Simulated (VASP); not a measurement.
# Li31F33 (a cell with a defect) in VASP: single point with PBEsol

Aim: the single point of Li31F33 (a cell with a defect) with PBEsol.

Everything below comes from runs of VASP 6.6.1. Logs are shortened: lines on timing, memory, paths and dates and some standing lists are left out, and cuts for length are marked.

### Step 1. The cell of the first run

The cell holds a defect, 64 atoms: a = 8.015 Å, b = 8.015 Å, c = 8.015 Å, α = 90.00°, β = 90.00°, γ = 90.00°.

### Step 2. Single point, PBEsol

INCAR

```
SYSTEM = Li31F33
ALGO = Normal
EDIFF = 1E-6
ENCUT = 520
GGA = PS
ISIF = 2
ISMEAR = -1
ISYM = 0
LASPH = .True.
LCHARG = .False.
LREAL = Auto
LWAVE = .False.
NBANDS = 200
NELECT = 326.0
NELM = 100
PREC = Accurate
SIGMA = 0.05
```

KPOINTS

```
Automatic mesh
0
Gamma
  1 1 1
  0.25 0.25 0.25
```

POSCAR

```
Li31F33
1.0
    8.0151850000      0.0000000000      0.0000000000
    0.0000000000      8.0151850000      0.0000000000
    0.0000000000      0.0000000000      8.0151850000
F Li
33 31
Direct
    0.2485040000      0.0033030000      0.0027660000
    0.2466830000      0.9938790000      0.5006170000
    0.2466300000      0.5011540000      0.9927290000
    0.1881940000      0.5240490000      0.5226230000
    0.7533490000      0.0026200000      0.0021460000
    0.7611700000      0.9909520000      0.4994630000
    0.7606180000      0.5000580000      0.9910870000
    0.7590330000      0.5015970000      0.5011560000
    0.0025660000      0.2492480000      0.0027670000
    0.9931380000      0.2474200000      0.5006240000
    0.0018820000      0.7540850000      0.0021390000
    0.9902830000      0.7618600000      0.4994680000
    0.5004200000      0.2473700000      0.9927610000
    0.5233720000      0.1887900000      0.5227240000
    0.4993150000      0.7613600000      0.9910970000
    0.5008390000      0.7597080000      0.5011230000
    0.0025690000      0.0033030000      0.2486350000
    0.0019760000      0.0027060000      0.7536270000
    0.9926240000      0.5010920000      0.2468480000
    0.9902070000      0.4999820000      0.7611440000
    0.5003490000      0.9934100000      0.2468500000
    0.4992340000      0.9908830000      0.7611830000
    0.5220040000      0.5227910000      0.1899630000
    0.5012030000      0.5019350000      0.7599300000
    0.4372530000      0.4377980000      0.4396690000
    0.2499080000      0.2506380000      0.2502280000
    0.2518890000      0.2526130000      0.7475510000
    0.2517620000      0.7483260000      0.2521230000
    0.2475490000      0.7547640000      0.7541520000
    0.7475780000      0.2524940000      0.2521330000
    0.7540440000      0.2482950000      0.7541750000
    0.7538020000      0.7545460000      0.2476810000
    0.7511250000      0.7518550000      0.7514220000
    0.0011320000      0.0018800000      0.0013190000
    0.0017530000      0.0024870000      0.5005650000
    0.0018380000      0.5010670000      0.0020020000
    0.9796970000      0.4965440000      0.4960460000
    0.5003350000      0.0025700000      0.0019930000
    0.4957590000      0.9803550000      0.4960320000
    0.4959750000      0.4967250000      0.9808080000
    0.2547710000      0.2555220000      0.0048420000
    0.2845900000      0.2852540000      0.5053260000
    0.2539040000      0.7485880000      0.0019560000
    0.2517590000      0.7449330000      0.5046070000
    0.7478710000      0.2546490000      0.0019650000
    0.7441730000      0.2525570000      0.5046110000
    0.7466340000      0.7473680000      0.9995100000
    0.7433340000      0.7440590000      0.5001100000
    0.2545020000      0.0052370000      0.2544910000
    0.2540560000      0.0024560000      0.7486070000
    0.2859910000      0.5060180000      0.2873290000
    0.2525910000      0.5050360000      0.7434440000
    0.7480590000      0.0024170000      0.2542600000
    0.7463870000      0.0000600000      0.7466270000
    0.7437270000      0.5049910000      0.2521000000
    0.7433870000      0.5006940000      0.7437670000
    0.0045100000      0.2552810000      0.2545150000
    0.0017270000      0.2547820000      0.7485850000
    0.0016840000      0.7487560000      0.2542410000
    0.9993150000      0.7471540000      0.7466580000
    0.5052730000      0.2865140000      0.2872310000
    0.5043120000      0.2533400000      0.7434650000
    0.5042620000      0.7445260000      0.2520330000
    0.4999520000      0.7440960000      0.7437550000
```

Potentials or basis: VASP PAW PBE potentials, release 64 (F, Li_sv).

The run is started by

```sh
$ cat potpaw_PBE.64/F/POTCAR potpaw_PBE.64/Li_sv/POTCAR > POTCAR
$ mpirun -np 1 vasp_std > vasp.out
```

OUTCAR:

```text
SYSTEM = Li31F33
   EDIFF = 1E-6
   ENCUT = 520
   GGA = PS
   ISIF = 2
   ISMEAR = -1
   ISYM = 0
   LASPH = .True.
   LREAL = Auto
   NELECT = 326.0
   NELM = 100
   PREC = Accurate

 ion  position               nearest neighbor table
   1  0.249  0.003  0.003-  34 1.98  49 2.02  38 2.02  41 2.02  50 2.04  43 2.04
   2  0.247  0.994  0.501-  35 1.96  49 1.98  50 1.99  44 2.00  39 2.00
   3  0.247  0.501  0.993-  36 1.96  41 1.97  43 1.99  52 2.00  40 2.00
   4  0.188  0.524  0.523-  37 1.70  44 1.85  52 1.85  51 2.05  42 2.07
   5  0.753  0.003  0.002-  34 1.99  45 2.02  53 2.02  38 2.03  47 2.05  54 2.05
   6  0.761  0.991  0.499-  35 1.93  53 1.97  48 1.98  54 1.99  46 2.10  39 2.13
   7  0.761  0.500  0.991-  36 1.94  45 1.97  47 1.99  56 1.99  55 2.10  40 2.12
   8  0.759  0.502  0.501-  37 1.77  48 1.95  56 1.95  46 2.00  55 2.00
   9  0.003  0.249  0.003-  34 1.98  36 2.02  57 2.02  41 2.02  58 2.04  45 2.04
  10  0.993  0.247  0.501-  35 1.96  57 1.98  58 1.99  46 2.00  37 2.00
  11  0.002  0.754  0.002-  34 1.99  43 2.02  59 2.02  36 2.03  47 2.05  60 2.05
  12  0.990  0.762  0.499-  35 1.93  59 1.97  48 1.98  60 1.99  44 2.10  37 2.13
  13  0.500  0.247  0.993-  38 1.96  41 1.97  45 1.99  62 2.00  40 2.00
  14  0.523  0.189  0.523-  39 1.70  46 1.85  62 1.85  61 2.05  42 2.07
  15  0.499  0.761  0.991-  38 1.94  43 1.97  47 1.99  64 1.99  63 2.10  40 2.12
  16  0.501  0.760  0.501-  39 1.77  48 1.95  64 1.95  44 2.00  63 2.00
  17  0.003  0.003  0.249-  34 1.98  35 2.02  49 2.02  57 2.02  53 2.04  59 2.04
  18  0.002  0.003  0.754-  34 1.99  58 2.02  50 2.02  35 2.03  60 2.05  54 2.05
  19  0.993  0.501  0.247-  36 1.96  57 1.97  59 1.99  55 2.00  37 2.00
  20  0.990  0.500  0.761-  36 1.93  58 1.97  56 1.98  60 1.99  52 2.11  37 2.13
  21  0.500  0.993  0.247-  38 1.96  49 1.97  53 1.99  63 2.00  39 2.00
  22  0.499  0.991  0.761-  38 1.93  50 1.97  64 1.98  54 1.99  62 2.11  39 2.13
  23  0.522  0.523  0.190-  40 1.70  63 1.85  55 1.85  51 2.05  61 2.05
  24  0.501  0.502  0.760-  40 1.77  64 1.95  56 1.95  62 2.00  52 2.00
  25  0.437  0.438  0.440-  51 1.81  61 1.81  42 1.81
  26  0.250  0.251  0.250-  57 1.97  49 1.97  41 1.97  42 2.08  61 2.09  51 2.09
  27  0.252  0.253  0.748-  42 1.98  50 2.01  58 2.01  62 2.02  52 2.02  41 2.06
  28  0.252  0.748  0.252-  51 1.98  59 2.00  43 2.01  44 2.02  63 2.02  49 2.06
  29  0.248  0.755  0.754-  50 1.99  43 1.99  60 1.99  44 2.00  52 2.00  64 2.03
  30  0.748  0.252  0.252-  61 1.98  53 2.00  45 2.01  46 2.02  55 2.02  57 2.06
  31  0.754  0.248  0.754-  58 1.99  45 1.99  54 1.99  46 2.00  62 2.00  56 2.03
[... 8 lines left out ...]
  40  0.496  0.497  0.981-  23 1.70  24 1.77   3 2.00  13 2.00  15 2.12   7 2.12
  41  0.255  0.256  0.005-  26 1.97   3 1.97  13 1.97   9 2.02   1 2.02  27 2.06
  42  0.285  0.285  0.505-  25 1.81  27 1.98   4 2.07  14 2.07  26 2.08  51 2.49  61 2.49
  43  0.254  0.749  0.002-  15 1.97   3 1.99  29 1.99  28 2.01  11 2.02   1 2.04
  44  0.252  0.745  0.505-   4 1.85   2 2.00  16 2.00  29 2.00  28 2.02  12 2.10  51 2.60
  45  0.748  0.255  0.002-   7 1.97  13 1.99  31 1.99  30 2.01   5 2.02   9 2.04
  46  0.744  0.253  0.505-  14 1.85  10 2.00   8 2.00  31 2.00  30 2.02   6 2.10  61 2.60
  47  0.747  0.747  1.000-   7 1.99  15 1.99  33 1.99  32 1.99  11 2.05   5 2.05
  48  0.743  0.744  0.500-   8 1.95  16 1.95   6 1.98  12 1.98  33 2.02  32 2.03
  49  0.255  0.005  0.254-  26 1.97  21 1.97   2 1.98   1 2.02  17 2.02  28 2.06
  50  0.254  0.002  0.749-  22 1.97  29 1.99   2 1.99  27 2.01  18 2.02   1 2.04
  51  0.286  0.506  0.287-  25 1.81  28 1.98   4 2.05  23 2.05  26 2.09  42 2.49  61 2.49  44 2.60

  52  0.253  0.505  0.743-   4 1.85  24 2.00   3 2.00  29 2.00  27 2.02  20 2.11
  53  0.748  0.002  0.254-   6 1.97  21 1.99  32 1.99  30 2.00   5 2.02  17 2.04
  54  0.746  0.000  0.747-  22 1.99   6 1.99  33 1.99  31 1.99   5 2.05  18 2.05
  55  0.744  0.505  0.252-  23 1.85  19 2.00   8 2.00  32 2.00  30 2.02   7 2.10
  56  0.743  0.501  0.744-  24 1.95   8 1.95  20 1.98   7 1.99  33 2.01  31 2.03
  57  0.005  0.255  0.255-  26 1.97  19 1.97  10 1.98   9 2.02  17 2.02  30 2.06
  58  0.002  0.255  0.749-  20 1.97  31 1.99  10 1.99  27 2.01  18 2.02   9 2.04
  59  0.002  0.749  0.254-  12 1.97  19 1.99  32 1.99  28 2.00  11 2.02  17 2.04
  60  0.999  0.747  0.747-  20 1.99  12 1.99  33 1.99  29 1.99  11 2.05  18 2.05
  61  0.505  0.287  0.287-  25 1.81  30 1.98  14 2.05  23 2.05  26 2.09  51 2.49  42 2.49  46 2.60

  62  0.504  0.253  0.743-  14 1.85  24 2.00  13 2.00  31 2.00  27 2.02  22 2.11
  63  0.504  0.745  0.252-  23 1.85  21 2.00  16 2.00  32 2.00  28 2.02  15 2.10
  64  0.500  0.744  0.744-  24 1.95  16 1.95  22 1.98  15 1.99  33 2.02  29 2.03

IMPORTANT INFORMATION: All symmetrisations will be switched off!
NOSYMM: (Re-)initialisation of all symmetry stuff for point group C_1.

----------------------------------------------------------------------------------------

                                     Primitive cell

  volume of cell :     514.9211

  direct lattice vectors                    reciprocal lattice vectors
[... 170 lines left out ...]
 -0.250000 -0.250000  0.250000      2.000000
  0.250000 -0.250000  0.250000      2.000000
   k-points           NKPTS =      4   k-points in BZ     NKDIM =      4   number of bands    NBANDS=    200
   number of dos      NEDOS =    301   number of ions     NIONS =     64
   total plane-waves  NPLWV = 216000
   dimension x,y,z NGX =    60 NGY =   60 NGZ =   60
   dimension x,y,z NGXF=   120 NGYF=  120 NGZF=  120
   ions per type =              33  31
   NGX,Y,Z   is equivalent  to a cutoff of  12.44, 12.44, 12.44 a.u.
   NGXF,Y,Z  is equivalent  to a cutoff of  24.89, 24.89, 24.89 a.u.
 SYSTEM =  Li31F33
   PREC   = accura    normal or accurate (medium, high low for compatibility)
   ISTART =      0    job   : 0-new  1-cont  2-samecut
   ICHARG =      2    charge: 1-file 2-atom 10-const
   ISPIN  =      1    spin polarized calculation?
   LNONCOLLINEAR =      F non collinear calculations
   LSORBIT =      F    spin-orbit coupling
   LASPH  =      T    aspherical Exc in radial PAW
   ENCUT  =  520.0 eV  38.22 Ry    6.18 a.u.  14.90 14.90 14.90*2*pi/ulx,y,z
   NELM   =    100;   NELMIN=  2; NELMDL= -5     # of ELM steps
   EDIFF  = 0.1E-05   stopping-criterion for ELM
   LREAL  =      T    real-space projection
   EDIFFG = 0.1E-04   stopping-criterion for IOM
   NSW    =      0    number of steps for IOM
   IBRION =     -1    ionic relax: 0-MD 1-quasi-New 2-CG
   NFREE  =      0    steps in history (QN), initial steepest desc. (CG)
   ISIF   =      2    stress and relaxation
   ISYM   =      0    0-nonsym 1-usesym 2-fastsym
   POTIM  = 0.5000    time-step for ionic-motion
   TEBEG  =    0.0;   TEEND  =   0.0 temperature during run
   PSTRESS=    0.0 pullay stress
   NELECT =     326.0000    total number of electrons
   NUPDOWN=      -1.0000    fix difference up-down
   EMIN   =  10.00;   EMAX   =-10.00  energy-range for DOS
   EFERMI =   0.00;   METHOD = LEGACY
   ISMEAR =    -1;   SIGMA  =   0.05  broadening in eV -4-tet -1-fermi 0-gaus
   EFERMI_NEDOS =   21; number of points for ismear=-14 and -15
   IALGO  =     38    algorithm
   IMIX   =      4    mixing-type and parameters
     AMIX     =   0.40;   BMIX     =  1.00
     AMIX_MAG =   1.60;   BMIX_MAG =  1.00
  volume/ion in A,a.u.               =       8.05        54.29
  Fermi-wavevector in a.u.,A,eV,Ry     =   1.405725  2.656436 26.885980  1.976064
  Thomas-Fermi vector in A             =   2.528158
   LORBIT       =      0    0 simple, 1 ext, 2 COOP (PROOUT), +10 PAW based schemes
   GGA     = PS    functional components
   LHFCALC =     F    Hartree Fock is set to
   AEXX    =    0.0000 exact exchange contribution
   IVDW    =     0    specifies the selected vdW correction
   LEPSILON=     F    determine dielectric tensor
   LRPA    =     F    only Hartree local field effects (RPA)
 non-spin polarized calculation
  energy-cutoff  :      520.00
  volume of cell :      514.92
 maximum number of plane-waves:     13823
   NGX = 29   NGY = 29   NGZ = 29

 number of electron     326.0000058 magnetization

 Free energy of the ion-electron system (eV)
  ---------------------------------------------------
  ext. energy  EPLUGINS =         0.00000000
  ---------------------------------------------------
  free energy    TOTEN  =      -306.40731264 eV

  energy without entropy =     -306.40731264  energy(sigma->0) =     -306.40731264

 E-fermi :   2.5348     XC(G=0): -10.3615

 val. band max:        1.2358428087   @ k =  -0.2500  -0.2500   0.2500
 cond. band min:       8.4208680418   @ k =   0.2500   0.2500   0.2500
 fundamental gap:      7.1850252331
 Fermi energy:         2.5347930688

 k-point     1 :       0.2500    0.2500    0.2500
  band No.  band energies     occupation
      1     -41.4972      2.00000
      2     -41.4813      2.00000
      3     -41.4810      2.00000
      4     -41.4728      2.00000
      5     -41.4621      2.00000
      6     -41.4618      2.00000
[... 701 lines left out ...]
    174      10.6057      0.00000
    175      10.9729      0.00000
 [bands above 175 left out]

------------------------ aborting loop because EDIFF is reached ----------------------------------------

  FORCE on cell =-STRESS in cart. coord.  units (eV):
  Direction    XX          YY          ZZ          XY          YZ          ZX
  --------------------------------------------------------------------------------------
  -------------------------------------------------------------------------------------
  Total       22.7155992     22.7297872     22.5278383     -1.7824101     -1.6711825     -1.6669460
  in kB       70.6796070     70.7237530     70.0953889     -5.5459708     -5.1998857     -5.1867039
  external PRESSURE =      70.4995830 kB  Pullay stress =       0.0000000 kB

 VOLUME and BASIS-vectors are now :
 -----------------------------------------------------------------------------
  energy-cutoff  :      520.00
  volume of cell :      514.92
      direct lattice vectors                 reciprocal lattice vectors
     8.015185000  0.000000000  0.000000000     0.124763184  0.000000000  0.000000000
     0.000000000  8.015185000  0.000000000     0.000000000  0.124763184  0.000000000
     0.000000000  0.000000000  8.015185000     0.000000000  0.000000000  0.124763184

 POSITION                                       TOTAL-FORCE (eV/Angst)
 -----------------------------------------------------------------------------------
      1.99181      0.02647      0.02217         0.002727     -0.001569     -0.002528
      1.97721      7.96612      4.01254         0.002551      0.007634      0.002373
      1.97679      4.01684      7.95691         0.003352      0.002268      0.008449
      1.50841      4.20035      4.18892         0.043165     -0.010121     -0.007274
      6.03823      0.02100      0.01720        -0.003145     -0.002500     -0.003561
      6.10092      7.94266      4.00329        -0.009793      0.004365      0.000682
[... 56 lines left out ...]
      4.04175      5.96751      2.02009        -0.005058      0.012573      0.007809
      4.00721      5.96407      5.96133        -0.001739     -0.001684     -0.001846
 -----------------------------------------------------------------------------------
    total drift:                                0.021618      0.009919      0.008989

  FREE ENERGIE OF THE ION-ELECTRON SYSTEM (eV)
  ---------------------------------------------------
  free  energy   TOTEN  =      -306.4073126351 eV

  energy  without entropy=     -306.4073126351  energy(sigma->0) =     -306.40731264
```

Wall time 11 min (1 thread of Intel Xeon Platinum 8259CL at 2.50GHz (Skylake/Cascade Lake), shared host); peak memory 0.61 GiB.

Results:

- Free energy: -306.4073 eV
- Largest force: 0.055 eV/Å

Forces in eV/Å, atoms in the order of the input:
```
F    0.003 -0.002 -0.003
F    0.003  0.008  0.002
F    0.003  0.002  0.008
F    0.043 -0.010 -0.007
F   -0.003 -0.003 -0.004
F   -0.010  0.004  0.001
F   -0.008  0.002  0.004
F   -0.029 -0.005 -0.005
F   -0.004  0.004 -0.002
F    0.007  0.005  0.001
F   -0.003 -0.002 -0.002
F    0.003 -0.011  0.004
F    0.002  0.004  0.008
F   -0.009  0.043 -0.008
F    0.001 -0.010  0.004
F   -0.003 -0.028 -0.004
F   -0.002 -0.003  0.004
F   -0.004 -0.002 -0.003
F    0.008  0.002  0.004
F    0.003  0.002 -0.010
F    0.004  0.007  0.005
F    0.001  0.005 -0.010
F   -0.009 -0.008  0.041
F   -0.005 -0.004 -0.030
F    0.032  0.031  0.031
F    0.007  0.012  0.009
F   -0.001  0.000  0.007
F   -0.002  0.006 -0.003
F    0.002  0.001 -0.001
F    0.006 -0.001  0.000
F    0.000  0.002  0.001
F    0.001  0.002  0.001
F    0.000 -0.003 -0.001
Li   0.002  0.003  0.003
Li   0.007  0.007 -0.001
Li   0.006  0.001  0.007
Li  -0.022 -0.005 -0.005
Li   0.000  0.006  0.007
Li  -0.004 -0.020 -0.004
Li  -0.005 -0.005 -0.019
Li  -0.004 -0.007 -0.007
Li  -0.030 -0.029  0.008
Li  -0.002  0.003  0.005
Li   0.007  0.011 -0.006
Li   0.002 -0.004  0.005
Li   0.012  0.006 -0.006
Li   0.004  0.003  0.001
Li  -0.002 -0.002  0.000
Li  -0.004 -0.008 -0.004
Li  -0.002  0.004  0.002
Li  -0.030  0.009 -0.033
Li   0.006 -0.005  0.012
Li   0.004  0.004 -0.004
Li   0.003  0.001  0.004
Li   0.012 -0.005  0.007
Li  -0.002  0.001 -0.002
Li  -0.007 -0.005 -0.003
Li   0.005 -0.004  0.002
Li   0.006  0.002 -0.003
Li   0.001  0.002  0.004
Li   0.010 -0.030 -0.032
Li  -0.006  0.005  0.013
Li  -0.005  0.013  0.008
Li  -0.002 -0.002 -0.002
```

Caveat: the cell carries a net charge on a neutralising background, which shifts energy and pressure; the cell is charged against a uniform background, so pressure and absolute levels hang on convention; the cutoff is under 1.25 times the usual one of these potentials, so pressure, stress and relaxed cells hold a basis-set (Pulay) error; the PAW data sets were made with another functional, which shifts forces and pressure a little.
